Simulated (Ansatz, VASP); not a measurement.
# Si8O in VASP and in Ansatz

```xyz
9
Lattice="3.8155 0.0000 0.0000 0.0000 6.3129 0.0000 0.0000 0.0000 21.3319" Properties=species:S:1:pos:R:3 pbc="T T T"
Si    0.0000    5.9146    4.0000
Si    0.0000    3.5548    4.0000
Si    1.9078    2.7581    5.1014
Si    1.9078    0.3983    5.1014
Si    1.9078    5.8917    7.3178
Si    1.9078    3.5778    7.3178
Si    0.0000    2.6933    8.2319
Si    0.0000    0.4632    8.2319
O     1.9078    5.8498   10.7319
```

Alike in both runs: task single point; functional PBE; dispersion D3(BJ); k mesh 7 × 4 × 1; occupations gaussian, width 0.05 eV; collinear spin.

|  | VASP | Ansatz |
| --- | --- | --- |
| version | VASP 6.6.1 | Ansatz 0.2.0 |
| potentials or method | VASP PAW PBE potentials, release 64 (Si, O), cutoff 520 eV | scalar-relativistic, plane waves, PAW |
| valence electrons in the cell | 38 | 38 |

Ansatz gave:

* gap on the k mesh at the Fermi level (eV): none
* rms of the force components (eV/Å): 0.372
* net moment per atom (μB): 0.17
* size of the moment on the site where the two differ most (μB): 1.61

Question: What did VASP give for the same quantities?

Answer: gap on the k mesh at the Fermi level (eV): none; rms of the force components (eV/Å): 0.371; net moment per atom (μB): 0.17; size of the moment on the site where the two differ most (μB): 1.28.

Site moments also hang on the region over which each program counts them. Atom by atom the forces differ by 0.002 eV/Å (rms over components). A gap of «none» marks a metal or a gap that the smearing closes.
